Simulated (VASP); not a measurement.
# NaTaO (R-3m) in VASP: single point with PBE

Aim: the single point of NaTaO with PBE.

Everything below comes from runs of VASP 6.6.1. Logs are shortened: lines on timing, memory, paths and dates and some standing lists are left out, and cuts for length are marked.

### 1 The cell of the first run

The structure is trigonal, space group R-3m (No. 166). Conventional cell: a = 4.329 Å, b = 4.329 Å, c = 16.091 Å, α = 90.00°, β = 90.00°, γ = 120.00°. Within 3.0 Å of Na (site symmetry 3m) lie 4 O at 2.30 to 2.53 Å and 3 Na at 2.61 Å. Within 2.7 Å of Ta (site symmetry 3m) lie 4 O at 2.07 to 2.57 Å. Within 3.0 Å of O (site symmetry -3m) lie 2 Na at 2.30 Å and 6 Ta at 2.57 Å. Within 2.7 Å of O (site symmetry -3m) lie 2 Ta at 2.07 Å and 6 Na at 2.53 Å.

### 2 Single point, PBE

File INCAR:

```
PREC     = Accurate       # precision mode
ENCUT    = 600            # plane-wave cutoff, eV
EDIFF    = 1E-6           # SCF threshold, eV
ISMEAR   = 0              # smearing method
SIGMA    = 0.2            # smearing width, eV
LREAL    = F              # projectors in reciprocal space
LASPH    = T              # aspherical terms in the spheres
NELM     = 120            # most SCF steps
ALGO     = Normal         # electronic algorithm
ISIF     = 2              # what is computed and relaxed
LWAVE    = F              # write WAVECAR
LCHARG   = F              # write CHGCAR
GGA      = PE             # functional
NBANDS   = 33             # bands
GGA_COMPAT= F
```

File KPOINTS:

```
regular mesh
0
Gamma
  4 4 4
```

File POSCAR:

```
NaTaO
1.0
    2.1646385658      1.2497546570      5.3636351154
   -2.1646385658      1.2497546570      5.3636351154
    0.0000000000     -2.4995093191      5.3636351142
Na Ta O
2 2 2
Direct
    0.8567875554      0.8567875554      0.8567875554
    0.1432124446      0.1432124446      0.1432124446
    0.6285488486      0.6285488486      0.6285488486
    0.3714511514      0.3714511514      0.3714511514
    0.0000000000      0.0000000000      0.0000000000
    0.5000000000      0.5000000000      0.5000000000
```

Potentials or basis: VASP PAW PBE potentials, release 64 (Na_pv, Ta_pv, O).

Run with:

```
> cat potpaw_PBE.64/Na_pv/POTCAR potpaw_PBE.64/Ta_pv/POTCAR potpaw_PBE.64/O/POTCAR > POTCAR
> mpirun -np 1 vasp_std > vasp.out
```

OUTCAR:

```text
PREC = Accurate
   ENCUT = 600
   EDIFF = 1E-6
   ISMEAR = 0
   LREAL = F
   LASPH = T
   NELM = 120
   ISIF = 2
   GGA = PE

 ion  position               nearest neighbor table
   1  0.857  0.857  0.857-   5 2.30   2 2.61   2 2.61   2 2.61   3 3.02   3 3.02   3 3.02
   2  0.143  0.143  0.143-   5 2.30   1 2.61   1 2.61   1 2.61   4 3.02   4 3.02   4 3.02
   3  0.629  0.629  0.629-   6 2.07   5 2.57   5 2.57   5 2.57   4 2.78   4 2.78   4 2.78   1 3.02
                             1 3.02   1 3.02
   4  0.371  0.371  0.371-   6 2.07   5 2.57   5 2.57   5 2.57   3 2.78   3 2.78   3 2.78   2 3.02
                             2 3.02   2 3.02
   5  0.000  0.000  0.000-   1 2.30   2 2.30   3 2.57   3 2.57   4 2.57   4 2.57   3 2.57   4 2.57

   6  0.500  0.500  0.500-   3 2.07   4 2.07

  LATTYP: Found a trigonal (rhomboedric) cell.
 ALAT       =     5.9174427310
 COS(alpha) =     0.7323713200

  Lattice vectors:

 A1 = (   2.1646385658,   1.2497546570,   5.3636351154)
 A2 = (  -2.1646385658,   1.2497546570,   5.3636351154)
 A3 = (   0.0000000000,  -2.4995093191,   5.3636351142)

Analysis of symmetry for initial positions (statically):
=====================================================================
 Subroutine PRICEL returns:
 Original cell was already a primitive cell.

 Routine SETGRP: Setting up the symmetry group for a
 trigonal (rhombohedral) supercell.

 Subroutine GETGRP returns: Found 12 space group operations
 (whereof 12 operations were pure point group operations)
 out of a pool of 12 trial point group operations.

The static configuration has the point symmetry D_3d.

Analysis of symmetry for dynamics (positions and initial velocities):
=====================================================================
 Subroutine PRICEL returns:
 Original cell was already a primitive cell.

 Routine SETGRP: Setting up the symmetry group for a
 trigonal (rhombohedral) supercell.

 Subroutine GETGRP returns: Found 12 space group operations
 (whereof 12 operations were pure point group operations)
 out of a pool of 12 trial point group operations.

The dynamic configuration has the point symmetry D_3d.

 Subroutine INISYM returns: Found 12 space group operations
 (whereof 12 operations are pure point group operations),
 and found     1 'primitive' translations

----------------------------------------------------------------------------------------

[... 90 lines left out ...]
   EDIFFG = 0.1E-04   stopping-criterion for IOM
   NSW    =      0    number of steps for IOM
   IBRION =     -1    ionic relax: 0-MD 1-quasi-New 2-CG
   NFREE  =      0    steps in history (QN), initial steepest desc. (CG)
   ISIF   =      2    stress and relaxation
   ISYM   =      2    0-nonsym 1-usesym 2-fastsym
   POTIM  = 0.5000    time-step for ionic-motion
   TEBEG  =    0.0;   TEEND  =   0.0 temperature during run
   PSTRESS=    0.0 pullay stress
   NELECT =      48.0000    total number of electrons
   NUPDOWN=      -1.0000    fix difference up-down
   EMIN   =  10.00;   EMAX   =-10.00  energy-range for DOS
   EFERMI =   0.00;   METHOD = LEGACY
   ISMEAR =     0;   SIGMA  =   0.20  broadening in eV -4-tet -1-fermi 0-gaus
   EFERMI_NEDOS =   21; number of points for ismear=-14 and -15
   IALGO  =     38    algorithm
   IMIX   =      4    mixing-type and parameters
     AMIX     =   0.40;   BMIX     =  1.00
     AMIX_MAG =   1.60;   BMIX_MAG =  1.00
  volume/ion in A,a.u.               =      14.51        97.92
  Fermi-wavevector in a.u.,A,eV,Ry     =   1.342399  2.536767 24.518185  1.802036
  Thomas-Fermi vector in A             =   2.470556
   LORBIT       =      0    0 simple, 1 ext, 2 COOP (PROOUT), +10 PAW based schemes
   GGA     = PE    functional components
   LHFCALC =     F    Hartree Fock is set to
   AEXX    =    0.0000 exact exchange contribution
   IVDW    =     0    specifies the selected vdW correction
   LEPSILON=     F    determine dielectric tensor
   LRPA    =     F    only Hartree local field effects (RPA)
 non-spin polarized calculation
 Gauss-broadening in eV      SIGMA  =   0.20
  energy-cutoff  :      600.00
  volume of cell :       87.06
 maximum number of plane-waves:      2914
   NGX = 23   NGY = 23   NGZ = 23

 number of electron      48.0000000 magnetization

 Free energy of the ion-electron system (eV)
  ---------------------------------------------------
  ext. energy  EPLUGINS =         0.00000000
  ---------------------------------------------------
  free energy    TOTEN  =       -38.89572829 eV

  energy without entropy =      -38.85404756  energy(sigma->0) =      -38.87488792

 E-fermi :   4.6263     XC(G=0): -10.8576

 val. band max:        4.5103803517   @ k =  -0.2500   0.2500   0.2500
 cond. band min:       4.6327893911   @ k =  -0.2500   0.5000   0.2500
 fundamental gap:      0.1224090394
 Fermi energy:         4.6262543776

 k-point     1 :       0.0000    0.0000    0.0000
  band No.  band energies     occupation
      1     -30.2179      2.00000
      2     -30.1305      2.00000
      3     -30.1305      2.00000
      4     -30.0269      2.00000
      5     -29.6491      2.00000
      6     -29.6491      2.00000
[... 457 lines left out ...]
     32       9.6716      0.00000
     33      12.5258      0.00000

------------------------ aborting loop because EDIFF is reached ----------------------------------------

  FORCE on cell =-STRESS in cart. coord.  units (eV):
  Direction    XX          YY          ZZ          XY          YZ          ZX
  --------------------------------------------------------------------------------------
  -------------------------------------------------------------------------------------
  Total       -0.0784662     -0.0784662      0.5233584      0.0000000     -0.0000000     -0.0000000
  in kB       -1.4440187     -1.4440187      9.6313938      0.0000000     -0.0000000     -0.0000000
  external PRESSURE =       2.2477855 kB  Pullay stress =       0.0000000 kB

 VOLUME and BASIS-vectors are now :
 -----------------------------------------------------------------------------
  energy-cutoff  :      600.00
  volume of cell :       87.06
      direct lattice vectors                 reciprocal lattice vectors
     2.164638566  1.249754657  5.363635115     0.230985444  0.133359508  0.062146907
    -2.164638566  1.249754657  5.363635115    -0.230985444  0.133359508  0.062146907
     0.000000000 -2.499509319  5.363635114     0.000000000 -0.266719016  0.062146907

 POSITION                                       TOTAL-FORCE (eV/Angst)
 -----------------------------------------------------------------------------------
      0.00000     -0.00000     13.78649        -0.000000      0.000000     -0.020075
      0.00000     -0.00000      2.30442        -0.000000     -0.000000      0.020075
      0.00000     -0.00000     10.11392        -0.000000     -0.000000      0.079728
      0.00000     -0.00000      5.97699        -0.000000      0.000000     -0.079728
      0.00000      0.00000      0.00000        -0.000000      0.000000     -0.000000
      0.00000     -0.00000      8.04545         0.000000     -0.000000      0.000000
 -----------------------------------------------------------------------------------
    total drift:                                0.000000     -0.000000      0.000000

  FREE ENERGIE OF THE ION-ELECTRON SYSTEM (eV)
  ---------------------------------------------------
  free  energy   TOTEN  =       -38.8957282871 eV

  energy  without entropy=      -38.8540475613  energy(sigma->0) =      -38.87488792
```

Run time: 87 s. Hardware: 1 thread of Intel Xeon 6975P-C, shared host; peak memory 0.34 GiB.

Results:

* Free energy: -38.8957 eV
* Pressure: 0.2 GPa
* Largest force: 0.080 eV/Å
* Band gap on the k mesh: zero (band 24 reaches 4.81 eV, above the bottom of band 25 at 4.63 eV)

Forces in eV/Å, atoms in the order of the input:
```
Na   0.000  0.000 -0.020
Na   0.000  0.000  0.020
Ta   0.000  0.000  0.080
Ta   0.000  0.000 -0.080
O    0.000  0.000  0.000
O    0.000  0.000  0.000
```

Stress tensor (GPa, compression positive):
```
-0.14  0.00  0.00
 0.00 -0.14  0.00
 0.00  0.00  0.96
```

Levels at points of the mesh, in eV from the Fermi level:
```csv
k point,band 22,band 23,band 24,band 25,band 26,band 27
"(0.00, 0.00, 0.00)",-1.30,-1.30,0.18,1.70,1.70,2.59
"(0.50, 0.00, 0.00)",-0.72,-0.65,-0.58,0.50,1.13,1.81
"(0.50, 0.50, 0.00)",-1.04,-0.43,0.17,0.29,1.14,1.69
"(0.50, 0.50, 0.50)",-0.95,-0.95,-0.61,0.85,0.85,2.61
```

Caveat: the k points lie up to 0.43 Å⁻¹ apart; spin-orbit coupling is left out, which moves the levels of the heavy elements.
